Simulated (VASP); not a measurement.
# GaB (R-3m) in VASP: single point with PBE

Aim: the single point of GaB with PBE.

Everything below comes from runs of VASP 6.6.1. Logs are shortened: lines on timing, memory, paths and dates and some standing lists are left out, and cuts for length are marked.

### 1 The cell of the first run

Symmetry: R-3m, No. 166, trigonal system. Conventional cell: a = 3.261 Å, b = 3.261 Å, c = 8.117 Å, α = 90.00°, β = 90.00°, γ = 120.00°. Ga (site symmetry -3m) has 6 B at 2.32 Å within 3.1 Å. Within 3.1 Å of B (site symmetry -3m) lie 6 Ga at 2.32 Å.

### 2 Single point, PBE

Contents of INCAR:

```
SYSTEM = GaB
PREC = Accurate ; ENCUT = 520
EDIFF = 1E-6 ; ISMEAR = -1
SIGMA = 0.1 ; LREAL = .FALSE.
LASPH = .TRUE. ; NELM = 80
ALGO = Normal ; ISIF = 2
LWAVE = .FALSE. ; LCHARG = .FALSE.
GGA = PE ; NBANDS = 42
```

Contents of KPOINTS:

```
regular mesh
0
G
  7 7 7
  0 0 0
```

Contents of POSCAR:

```
GaB
1.0
    4.6364550000      0.0000000000      0.0000000000
    0.0501730000      4.6361830000      0.0000000000
    0.0501730000      0.0496280000      4.6359180000
Ga B
4 4
Direct
    0.0000000000      0.0000000000      0.0000000000
    0.5000000000      0.5000000000      0.0000000000
    0.0000000000      0.5000000000      0.5000000000
    0.5000000000      0.0000000000      0.5000000000
    0.5000000000      0.5000000000      0.5000000000
    0.0000000000      0.0000000000      0.5000000000
    0.5000000000      0.0000000000      0.0000000000
    0.0000000000      0.5000000000      0.0000000000
```

Potentials or basis: VASP PAW PBE potentials, release 64 (Ga_d, B).

Command:

```console
$ cat potpaw_PBE.64/Ga_d/POTCAR potpaw_PBE.64/B/POTCAR > POTCAR
$ mpirun -np 1 vasp_std > vasp.out
```

OUTCAR:

```text
SYSTEM = GaB
   PREC = Accurate
   ENCUT = 520
   EDIFF = 1E-6
   ISMEAR = -1
   LREAL = .FALSE.
   LASPH = .TRUE.
   NELM = 80
   ISIF = 2
   GGA = PE

 ion  position               nearest neighbor table
   1  0.000  0.000  0.000-   8 2.32   8 2.32   7 2.32   7 2.32   6 2.32   6 2.32
   2  0.500  0.500  0.000-   7 2.32   7 2.32   8 2.32   8 2.32   5 2.32   5 2.32
   3  0.000  0.500  0.500-   6 2.32   6 2.32   5 2.32   5 2.32   8 2.32   8 2.32
   4  0.500  0.000  0.500-   5 2.32   5 2.32   6 2.32   6 2.32   7 2.32   7 2.32
   5  0.500  0.500  0.500-   4 2.32   4 2.32   3 2.32   3 2.32   2 2.32   2 2.32
   6  0.000  0.000  0.500-   3 2.32   3 2.32   4 2.32   4 2.32   1 2.32   1 2.32
   7  0.500  0.000  0.000-   2 2.32   2 2.32   1 2.32   1 2.32   4 2.32   4 2.32
   8  0.000  0.500  0.000-   1 2.32   1 2.32   2 2.32   2 2.32   3 2.32   3 2.32

  LATTYP: Found a trigonal (rhomboedric) cell.
 ALAT       =     4.6364544794
 COS(alpha) =     0.0108203435

  Lattice vectors:

 A1 = (   4.6364550000,   0.0000000000,   0.0000000000)
 A2 = (   0.0501730000,   4.6361830000,   0.0000000000)
 A3 = (   0.0501730000,   0.0496280000,   4.6359180000)

Analysis of symmetry for initial positions (statically):
=====================================================================
 Subroutine PRICEL returns following result:

  LATTYP: Found a trigonal (rhomboedric) cell.
 ALAT       =     3.2961599116
 COS(alpha) =     0.5107050572

  Lattice vectors:

 A1 = (   2.3433140000,   0.0248140000,   2.3179590000)
 A2 = (   2.3433140000,   2.3180915000,  -0.0000000000)
 A3 = (   0.0501730000,   2.3429055000,   2.3179590000)

   4 primitive cells build up your supercell.

 Routine SETGRP: Setting up the symmetry group for a
 trigonal (rhombohedral) supercell.

 Subroutine GETGRP returns: Found 12 space group operations
 (whereof 12 operations were pure point group operations)
 out of a pool of 12 trial point group operations.

The static configuration has the point symmetry D_3d.

Analysis of symmetry for dynamics (positions and initial velocities):
=====================================================================
 Subroutine PRICEL returns following result:

  LATTYP: Found a trigonal (rhomboedric) cell.
 ALAT       =     3.2961599116
 COS(alpha) =     0.5107050572

  Lattice vectors:

 A1 = (   2.3433140000,   0.0248140000,   2.3179590000)
 A2 = (   2.3433140000,   2.3180915000,  -0.0000000000)
 A3 = (   0.0501730000,   2.3429055000,   2.3179590000)

   4 primitive cells build up your supercell.

 Routine SETGRP: Setting up the symmetry group for a
 trigonal (rhombohedral) supercell.

 Subroutine GETGRP returns: Found 12 space group operations
 (whereof 12 operations were pure point group operations)
 out of a pool of 12 trial point group operations.

The dynamic configuration has the point symmetry D_3d.

 Subroutine INISYM returns: Found 12 space group operations
 (whereof 12 operations are pure point group operations),
 and found     4 'primitive' translations

----------------------------------------------------------------------------------------

                                     Primitive cell

  volume of cell :      24.9128

  direct lattice vectors                    reciprocal lattice vectors
     2.343314000  0.024814000  2.317959000     0.215682024 -0.218028800  0.215706775
     2.343314000  2.318091500 -0.000000000     0.215682024  0.213360557 -0.220325310
     0.050173000  2.342905500  2.317959000    -0.215682024  0.218028800  0.215707241

  length of vectors
     3.296159912  3.296159690  3.296157981     0.374946270  0.374946270  0.374946539

  position of ions in fractional coordinates (direct lattice)
     0.000000000  0.000000000  0.000000000
     0.500000000  0.500000000  0.500000000

  ion indices of the primitive-cell ions
   primitive index   ion index
                 1           1
                 2           6

----------------------------------------------------------------------------------------

 KPOINTS: regular mesh

Automatic generation of k-mesh.
 Grid dimensions read from file:
 generate k-points for:    7    7    7

 Generating k-lattice:

  Cartesian coordinates                     Fractional coordinates (reciprocal lattice)
     0.030811718 -0.000333446 -0.000329895     0.142857143 -0.000000000  0.000000000
     0.000000000  0.030813525 -0.000329862     0.000000000  0.142857143 -0.000000000
     0.000000000  0.000000000  0.030815287     0.000000000  0.000000000  0.142857143

  Length of vectors
     0.030815288  0.030815291  0.030815287

  Shift w.r.t. Gamma in fractional coordinates (k-lattice)
     0.000000000  0.000000000  0.000000000

 Subroutine IBZKPT returns following result:
 ===========================================

 Found     44 irreducible k-points:

 Following reciprocal coordinates:
            Coordinates               Weight
  0.000000  0.000000  0.000000      1.000000
  0.142857  0.000000  0.000000      6.000000
  0.285714  0.000000  0.000000      6.000000
  0.428571  0.000000  0.000000      6.000000
  0.142857  0.142857  0.000000      6.000000
  0.285714  0.142857  0.000000     12.000000
[... 16 lines left out ...]
  0.285714  0.285714  0.142857      6.000000
  0.428571  0.285714  0.142857     12.000000
 [... further k-points ...]
   k-points           NKPTS =     44   k-points in BZ     NKDIM =     44   number of bands    NBANDS=     42
   number of dos      NEDOS =    301   number of ions     NIONS =      8
   total plane-waves  NPLWV =  46656
   dimension x,y,z NGX =    36 NGY =   36 NGZ =   36
   dimension x,y,z NGXF=    72 NGYF=   72 NGZF=   72
   ions per type =               4   4
   NGX,Y,Z   is equivalent  to a cutoff of  12.91, 12.91, 12.91 a.u.
   NGXF,Y,Z  is equivalent  to a cutoff of  25.82, 25.82, 25.82 a.u.
 SYSTEM =  GaB
   PREC   = accura    normal or accurate (medium, high low for compatibility)
   ISTART =      0    job   : 0-new  1-cont  2-samecut
   ICHARG =      2    charge: 1-file 2-atom 10-const
   ISPIN  =      1    spin polarized calculation?
   LNONCOLLINEAR =      F non collinear calculations
   LSORBIT =      F    spin-orbit coupling
   LASPH  =      T    aspherical Exc in radial PAW
   ENCUT  =  520.0 eV  38.22 Ry    6.18 a.u.   8.62  8.62  8.62*2*pi/ulx,y,z
   NELM   =     80;   NELMIN=  2; NELMDL= -5     # of ELM steps
   EDIFF  = 0.1E-05   stopping-criterion for ELM
   LREAL  =      F    real-space projection
   EDIFFG = 0.1E-04   stopping-criterion for IOM
   NSW    =      0    number of steps for IOM
   IBRION =     -1    ionic relax: 0-MD 1-quasi-New 2-CG
   NFREE  =      0    steps in history (QN), initial steepest desc. (CG)
   ISIF   =      2    stress and relaxation
   ISYM   =      2    0-nonsym 1-usesym 2-fastsym
   POTIM  = 0.5000    time-step for ionic-motion
   TEBEG  =    0.0;   TEEND  =   0.0 temperature during run
   PSTRESS=    0.0 pullay stress
   NELECT =      64.0000    total number of electrons
   NUPDOWN=      -1.0000    fix difference up-down
   EMIN   =  10.00;   EMAX   =-10.00  energy-range for DOS
   EFERMI =   0.00;   METHOD = LEGACY
   ISMEAR =    -1;   SIGMA  =   0.10  broadening in eV -4-tet -1-fermi 0-gaus
   EFERMI_NEDOS =   21; number of points for ismear=-14 and -15
   IALGO  =     38    algorithm
   IMIX   =      4    mixing-type and parameters
     AMIX     =   0.40;   BMIX     =  1.00
     AMIX_MAG =   1.60;   BMIX_MAG =  1.00
  volume/ion in A,a.u.               =      12.46        84.06
  Fermi-wavevector in a.u.,A,eV,Ry     =   1.412453  2.669149 27.143946  1.995024
  Thomas-Fermi vector in A             =   2.534200
   LORBIT       =      0    0 simple, 1 ext, 2 COOP (PROOUT), +10 PAW based schemes
   GGA     = PE    functional components
   LHFCALC =     F    Hartree Fock is set to
   AEXX    =    0.0000 exact exchange contribution
   IVDW    =     0    specifies the selected vdW correction
   LEPSILON=     F    determine dielectric tensor
   LRPA    =     F    only Hartree local field effects (RPA)
 non-spin polarized calculation
  energy-cutoff  :      520.00
  volume of cell :       99.65
 maximum number of plane-waves:      2698
   NGX = 17   NGY = 17   NGZ = 17

 number of electron      63.9999993 magnetization

 Free energy of the ion-electron system (eV)
  ---------------------------------------------------
  ext. energy  EPLUGINS =         0.00000000
  ---------------------------------------------------
  free energy    TOTEN  =       -31.27528010 eV

  energy without entropy =      -31.17849701  energy(sigma->0) =      -31.22688855

 E-fermi :   5.7434     XC(G=0): -11.6002

 val. band max:        5.7371595648   @ k =   0.4286   0.0000   0.0000
 cond. band min:       5.7439620948   @ k =   0.4286   0.4286   0.1429
 fundamental gap:      0.0068025300
 Fermi energy:         5.7433980460

 k-point     1 :       0.0000    0.0000    0.0000
  band No.  band energies     occupation
      1      -8.9042      2.00000
      2      -8.9042      2.00000
      3      -8.9042      2.00000
      4      -8.7324      2.00000
      5      -8.7324      2.00000
      6      -8.7324      2.00000
[... 34 lines left out ...]
     41      11.7596      0.00000
     42      11.7596      0.00000

 k-point     2 :       0.1429    0.0000    0.0000
  band No.  band energies     occupation
      1      -8.8917      2.00000
      2      -8.8917      2.00000
      3      -8.8900      2.00000
      4      -8.7282      2.00000
      5      -8.7232      2.00000
      6      -8.7232      2.00000
[... 34 lines left out ...]
     41      12.3480      0.00000
     42      12.3480      0.00000

 k-point     3 :       0.2857    0.0000    0.0000
  band No.  band energies     occupation
      1      -8.8599      2.00000
      2      -8.8599      2.00000
      3      -8.8503      2.00000
      4      -8.7164      2.00000
      5      -8.6964      2.00000
      6      -8.6964      2.00000
[... 34 lines left out ...]
     41      13.0410      0.00000
     42      13.8174      0.00000

 k-point     4 :       0.4286    0.0000    0.0000
  band No.  band energies     occupation
      1      -8.8277      2.00000
      2      -8.8277      2.00000
      3      -8.7938      2.00000
      4      -8.7333      2.00000
      5      -8.6994      2.00000
      6      -8.6806      2.00000
[... 844 lines left out ...]
     41      13.1313      0.00000
     42      13.1314      0.00000

 k-point    23 :       0.2857    0.2857    0.1429
  band No.  band energies     occupation
      1      -8.8174      2.00000
      2      -8.8089      2.00000
      3      -8.8089      2.00000
      4      -8.6864      2.00000
      5      -8.6830      2.00000
      6      -8.6830      2.00000
[... 34 lines left out ...]
     41      14.1433      0.00000
     42      14.4455      0.00000

 k-point    24 :       0.4286    0.2857    0.1429
  band No.  band energies     occupation
      1      -8.7899      2.00000
      2      -8.7840      2.00000
      3      -8.7657      2.00000
      4      -8.7176      2.00000
      5      -8.6818      2.00000
      6      -8.6787      2.00000
[... 34 lines left out ...]
     41      13.6655      0.00000
     42      14.3982      0.00000

 [... further k-points ...]
[... 5 lines left out ...]
  --------------------------------------------------------------------------------------
  -------------------------------------------------------------------------------------
  Total       -1.7795754     -1.7769134     -1.7743374     -0.1229615     -0.1203409     -0.1216522
  in kB      -28.6117632    -28.5689632    -28.5275459     -1.9769572     -1.9348241     -1.9559072
  external PRESSURE =     -28.5694241 kB  Pullay stress =       0.0000000 kB

 VOLUME and BASIS-vectors are now :
 -----------------------------------------------------------------------------
  energy-cutoff  :      520.00
  volume of cell :       99.65
      direct lattice vectors                 reciprocal lattice vectors
     4.636455000  0.000000000  0.000000000     0.215682024 -0.002334121 -0.002309268
     0.050173000  4.636183000  0.000000000     0.000000000  0.215694678 -0.002309035
     0.050173000  0.049628000  4.635918000     0.000000000  0.000000000  0.215707008

 POSITION                                       TOTAL-FORCE (eV/Angst)
 -----------------------------------------------------------------------------------
      0.00000      0.00000      0.00000        -0.000000     -0.000000     -0.000000
      2.34331      2.31809      0.00000         0.000000     -0.000000     -0.000000
      0.05017      2.34291      2.31796        -0.000000      0.000000      0.000000
      2.34331      0.02481      2.31796         0.000000      0.000000      0.000000
      2.36840      2.34291      2.31796        -0.000000     -0.000000      0.000000
      0.02509      0.02481      2.31796        -0.000000     -0.000000      0.000000
      2.31823      0.00000      0.00000        -0.000000     -0.000000      0.000000
      0.02509      2.31809      0.00000        -0.000000     -0.000000      0.000000
 -----------------------------------------------------------------------------------
    total drift:                                0.000000      0.000000      0.000000

  FREE ENERGIE OF THE ION-ELECTRON SYSTEM (eV)
  ---------------------------------------------------
  free  energy   TOTEN  =       -31.2752800973 eV

  energy  without entropy=      -31.1784970055  energy(sigma->0) =      -31.22688855
```

Run time: 4 min. Hardware: 1 thread of Intel Xeon 8259CL, shared host; peak memory 0.29 GiB.

Results:

```yaml
Free_energy: -31.2753 eV
Pressure: -2.9 GPa
Band_gap_on_the_k_mesh: zero (band 32 reaches 7.93 eV, above the bottom of band 33 at 4.76 eV)
```

Levels at points of the mesh, in eV from the Fermi level:
```
           k point  band 30  band 31  band 32  band 33  band 34  band 35
(0.00, 0.00, 0.00)    -1.20    -0.99    -0.99    -0.99     0.66     0.66
```
